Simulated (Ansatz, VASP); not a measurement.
# CdSe: VASP beside Ansatz

```
Cd Se
1.0
    -4.03567    4.03567    4.03567
     4.03567   -4.03567    4.03567
     4.03567    4.03567   -4.03567
Cd Se
4 4
Direct
  0.32531 0.00000 0.00000
  0.67469 0.67469 0.67469
  0.00000 0.32531 0.00000
  0.00000 0.00000 0.32531
  0.00000 0.67469 0.00000
  0.32531 0.32531 0.32531
  0.67469 0.00000 0.00000
  0.00000 0.00000 0.67469
```

Alike in both runs: task relaxation of cell and atoms; functional PBE; k mesh 4 × 4 × 4; occupations gaussian, width 0.1 eV; no spin polarisation.

|  | VASP | Ansatz |
| --- | --- | --- |
| version | VASP 6.6.1 | Ansatz 0.2.0 |
| potentials or method | VASP PAW PBE potentials, release 64 (Cd, Se), cutoff 600 eV | scalar-relativistic, plane waves, PAW |
| valence electrons in the cell | 72 | 144 |

|  | VASP | Ansatz | Ansatz less VASP |
| --- | --- | --- | --- |
| gap on the k mesh at the Fermi level, each at its own relaxed structure (eV) | 0.90 | 0.91 | +0.010 |
| relaxed volume (Å³/atom) | 37.91 | 37.80 | -0.113 |
| relaxed cell length with the largest relative difference (Å) | 7.331 | 7.324 | -0.0073 |

VASP's potentials hold 72 valence electrons a cell and Ansatz's 144, so a difference there can come from the potentials and not from the codes.

Noted on VASP's run: the volume moved by over 15 % at a fixed basis, so the end points are rough.
